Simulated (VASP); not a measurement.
# CuO (C2/c) in VASP: single point with PBE+U

Aim: the single point of CuO with PBE+U.

Program: VASP 6.6.1. These are calculated values, not measurements. Logs are shortened: lines on timing, memory, paths and dates and some standing lists are left out, and cuts for length are marked.

### 1 The cell of the first run

The structure is monoclinic, space group C2/c (No. 15). Conventional cell: a = 4.649 Å, b = 3.438 Å, c = 5.187 Å, α = 90.00°, β = 98.64°, γ = 90.00°. Cu (site symmetry -1) has 4 O at 1.95 to 1.97 Å within 2.6 Å. O (site symmetry 2) has 6 Cu at 1.95 to 2.80 Å and 6 O at 2.66 to 2.89 Å within 2.9 Å.

### 2 Single point, PBE+U

INCAR reads:

```
SYSTEM = CuO
PREC     = Accurate       ! precision mode
ENCUT    = 700            ! plane-wave cutoff, eV
EDIFF    = 1E-6           ! SCF threshold, eV
ISMEAR   = -1             ! smearing method
SIGMA    = 0.1            ! smearing width, eV
LREAL    = .False.        ! projectors in reciprocal space
LASPH    = .True.         ! aspherical terms in the spheres
NELM     = 200            ! most SCF steps
ALGO     = Normal         ! electronic algorithm
ISIF     = 2              ! what is computed and relaxed
LWAVE    = .False.        ! write WAVECAR
LCHARG   = .True.         ! write CHGCAR
LMAXMIX  = 4              ! l up to which the mixer works
LDAU     = .True.         ! DFT+U
LDAUTYPE = 2            
LDAUL    = 2 -1           ! shell
LDAUU    = 4 0            ! U, eV
LDAUJ    = 0 0          
LDAUPRINT= 1            
GGA      = PE             ! functional
LELF     = .True.         ! ELF
LVHAR    = .True.       
NBANDS   = 33             ! bands
GGA_COMPAT= .False.
```

KPOINTS reads:

```
regular mesh
0
Gamma
  7 7 4
  0 0 0
```

POSCAR reads:

```
CuO
1.0
    2.3245000000     -1.7191000000      0.0000000000
    2.3245000000      1.7191000000      0.0000000000
   -0.7792200000      0.0000000000      5.1281400000
Cu O
2 2
Direct
    0.0000000000      0.5000000000      0.0000000000
    0.5000000000      0.0000000000      0.5000000000
    0.5830000000      0.4170000000      0.2500000000
    0.4170000000      0.5830000000      0.7500000000
```

Potentials or basis: VASP PAW PBE potentials, release 64 (Cu_sv_GW, O).

Run with:

```sh
$ cat potpaw_PBE.64/Cu_sv_GW/POTCAR potpaw_PBE.64/O/POTCAR > POTCAR
$ mpirun -np 1 vasp_std > vasp.out
```

OUTCAR:

```text
SYSTEM = CuO
   PREC = Accurate
   ENCUT = 700
   EDIFF = 1E-6
   ISMEAR = -1
   LREAL = .False.
   LASPH = .True.
   NELM = 200
   ISIF = 2
   GGA = PE

 ion  position               nearest neighbor table
   1  0.000  0.500  0.000-   3 1.95   4 1.95   3 1.97   4 1.97
   2  0.500  0.000  0.500-   3 1.95   4 1.95   4 1.97   3 1.97
   3  0.583  0.417  0.250-   1 1.95   2 1.95   2 1.97   1 1.97
   4  0.417  0.583  0.750-   1 1.95   2 1.95   1 1.97   2 1.97

  LATTYP: Found a base centered monoclinic cell.
 ALAT       =     4.6490000000
 B/A-ratio  =     0.7395568940
 C/A-ratio  =     1.1157245304
 COS(beta)  =    -0.1502254671

  Lattice vectors:

 A1 = (   2.3245000000,  -1.7191000000,   0.0000000000)
 A2 = (   2.3245000000,   1.7191000000,   0.0000000000)
 A3 = (  -0.7792200000,   0.0000000000,   5.1281400000)

Analysis of symmetry for initial positions (statically):
=====================================================================
 Subroutine PRICEL returns:
 Original cell was already a primitive cell.

 Routine SETGRP: Setting up the symmetry group for a
 base centered monoclinic supercell.

 Subroutine GETGRP returns: Found  4 space group operations
 (whereof  2 operations were pure point group operations)
 out of a pool of  4 trial point group operations.

The static configuration has the point symmetry S_2 .
 The point group associated with its full space group is C_2h.

Analysis of symmetry for dynamics (positions and initial velocities):
=====================================================================
 Subroutine PRICEL returns:
 Original cell was already a primitive cell.

 Routine SETGRP: Setting up the symmetry group for a
 base centered monoclinic supercell.

 Subroutine GETGRP returns: Found  4 space group operations
 (whereof  2 operations were pure point group operations)
 out of a pool of  4 trial point group operations.

The dynamic configuration has the point symmetry S_2 .
 The point group associated with its full space group is C_2h.

 Subroutine INISYM returns: Found  4 space group operations
 (whereof  2 operations are pure point group operations),
 and found     1 'primitive' translations

[... 184 lines left out ...]

spin component  2

  0.9247 -0.0128 -0.0117 -0.0066  0.0018
 -0.0128  0.8733  0.0006 -0.0907  0.0281
 -0.0117  0.0006  0.9441  0.0013 -0.0018
 -0.0066 -0.0907  0.0013  0.8194  0.0371
  0.0018  0.0281 -0.0018  0.0371  0.9290

 occupancies and eigenvectors

  o =  0.7393  v = -0.0696 -0.5813  0.0047 -0.7748  0.2386  0.0000  0.0000  0.0000  0.0000  0.0000      0.0000  0.0000  0.0000  0.0000  0.0000  0.0000  0.0000  0.0000  0.0000  0.0000
  o =  0.7393  v =  0.0000  0.0000  0.0000  0.0000  0.0000 -0.0696 -0.5813  0.0047 -0.7748  0.2386      0.0000  0.0000  0.0000  0.0000  0.0000  0.0000  0.0000  0.0000  0.0000  0.0000
  o =  0.9183  v =  0.8740  0.1748  0.4067 -0.1805  0.0870  0.0000  0.0000  0.0000  0.0000  0.0000      0.0000  0.0000  0.0000  0.0000  0.0000  0.0000  0.0000  0.0000  0.0000  0.0000
  o =  0.9183  v =  0.0000  0.0000  0.0000  0.0000  0.0000  0.8740  0.1748  0.4067 -0.1805  0.0870      0.0000  0.0000  0.0000  0.0000  0.0000  0.0000  0.0000  0.0000  0.0000  0.0000
  o =  0.9400  v =  0.0330  0.2337 -0.1855 -0.4401 -0.8463  0.0000  0.0000  0.0000  0.0000  0.0000      0.0000  0.0000  0.0000  0.0000  0.0000  0.0000  0.0000  0.0000  0.0000  0.0000
  o =  0.9400  v =  0.0000  0.0000  0.0000  0.0000  0.0000  0.0330  0.2337 -0.1855 -0.4401 -0.8463      0.0000  0.0000  0.0000  0.0000  0.0000  0.0000  0.0000  0.0000  0.0000  0.0000
  o =  0.9423  v =  0.0000  0.0000  0.0000  0.0000  0.0000  0.1263 -0.7215  0.3106  0.3888 -0.4646      0.0000  0.0000  0.0000  0.0000  0.0000  0.0000  0.0000  0.0000  0.0000  0.0000
  o =  0.9423  v =  0.1263 -0.7215  0.3106  0.3888 -0.4646  0.0000  0.0000  0.0000  0.0000  0.0000      0.0000  0.0000  0.0000  0.0000  0.0000  0.0000  0.0000  0.0000  0.0000  0.0000
  o =  0.9506  v =  0.0000  0.0000  0.0000  0.0000  0.0000 -0.4629  0.2373  0.8388 -0.1494 -0.0586      0.0000  0.0000  0.0000  0.0000  0.0000  0.0000  0.0000  0.0000  0.0000  0.0000
  o =  0.9506  v = -0.4629  0.2373  0.8388 -0.1494 -0.0586  0.0000  0.0000  0.0000  0.0000  0.0000      0.0000  0.0000  0.0000  0.0000  0.0000  0.0000  0.0000  0.0000  0.0000  0.0000

 number of electron      50.0000002 magnetization

 Free energy of the ion-electron system (eV)
  ---------------------------------------------------
  ext. energy  EPLUGINS =         0.00000000
  ---------------------------------------------------
  free energy    TOTEN  =       -16.16950172 eV

  energy without entropy =      -16.10098872  energy(sigma->0) =      -16.13524522

 E-fermi :   5.3575     XC(G=0): -12.1631

 val. band max:        5.3407264067   @ k =  -0.1429   0.0000   0.2500
 cond. band min:       5.3673591246   @ k =   0.1429  -0.0000  -0.0000
 fundamental gap:      0.0266327179
 Fermi energy:         5.3575206252

 k-point     1 :       0.0000    0.0000    0.0000
  band No.  band energies     occupation
      1    -106.2127      2.00000
      2    -106.2119      2.00000
      3     -63.7893      2.00000
      4     -63.7887      2.00000
      5     -63.7665      2.00000
      6     -63.7586      2.00000
[... 853 lines left out ...]
     32      20.7450      0.00000
     33      21.7231      0.00000

 [... further k-points ...]

------------------------ aborting loop because EDIFF is reached ----------------------------------------

  FORCE on cell =-STRESS in cart. coord.  units (eV):
  Direction    XX          YY          ZZ          XY          YZ          ZX
  --------------------------------------------------------------------------------------
  -------------------------------------------------------------------------------------
  Total        0.6226872      0.5105186     -0.3707274      0.0000000      0.0000000     -0.4477944
  in kB       24.3422095     19.9572907    -14.4925458      0.0000000      0.0000000    -17.5052644
  external PRESSURE =       9.9356515 kB  Pullay stress =       0.0000000 kB

 VOLUME and BASIS-vectors are now :
 -----------------------------------------------------------------------------
  energy-cutoff  :      700.00
  volume of cell :       40.98
      direct lattice vectors                 reciprocal lattice vectors
     2.324500000 -1.719100000  0.000000000     0.215100022 -0.290849863  0.032684412
     2.324500000  1.719100000  0.000000000     0.215100022  0.290849863  0.032684412
    -0.779220000  0.000000000  5.128140000     0.000000000  0.000000000  0.195002477

 POSITION                                       TOTAL-FORCE (eV/Angst)
 -----------------------------------------------------------------------------------
      1.16225      0.85955      0.00000        -0.000000      0.000000      0.000000
      0.77264     -0.85955      2.56407        -0.000000      0.000000      0.000000
      2.12969     -0.28537      1.28204         0.000000      0.339685      0.000000
      1.74009      0.28537      3.84611        -0.000000     -0.339685     -0.000000
 -----------------------------------------------------------------------------------
    total drift:                               -0.000000     -0.000000      0.000000

  FREE ENERGIE OF THE ION-ELECTRON SYSTEM (eV)
  ---------------------------------------------------
  free  energy   TOTEN  =       -16.1695017204 eV

  energy  without entropy=      -16.1009887244  energy(sigma->0) =      -16.13524522
```

Wall time 76 s (1 thread of Intel Xeon 6975P-C (Granite Rapids), shared host); peak memory 0.27 GiB.

Results:

| Quantity | Value |
| --- | --- |
| Free energy | -16.1695 eV |
| Pressure | 1.0 GPa |
| Largest force | 0.340 eV/Å |
| Band gap on the k mesh | zero (bands 25 and 26 overlap by 0.71 eV) |

Forces in eV/Å, atoms in the order of the input:
```
Cu   0.000  0.000  0.000
Cu   0.000  0.000  0.000
O    0.000  0.340  0.000
O    0.000 -0.340  0.000
```

Levels at points of the mesh, in eV from the Fermi level:
```csv
k point,band 21,band 22,band 23,band 24,band 25,band 26,band 27,band 28,band 29,band 30
"(0.00, 0.00, 0.00)",-2.86,-2.85,-2.59,-2.37,0.21,0.95,1.72,6.32,8.13,13.70
"(0.00, 0.00, 0.50)",-2.83,-2.83,-1.80,-1.80,0.29,0.29,4.01,4.01,11.69,11.69
```

Eigenvalues of the final occupation matrices:
```tsv
site	spin	trace	eigenvalues
site 1 d	1	4.49	0.74 0.92 0.94 0.94 0.95
site 1 d	2	4.49	0.74 0.92 0.94 0.94 0.95
site 2 d	1	4.49	0.74 0.92 0.94 0.94 0.95
site 2 d	2	4.49	0.74 0.92 0.94 0.94 0.95
```

Caveat: U without spin polarisation on a metal has little footing.
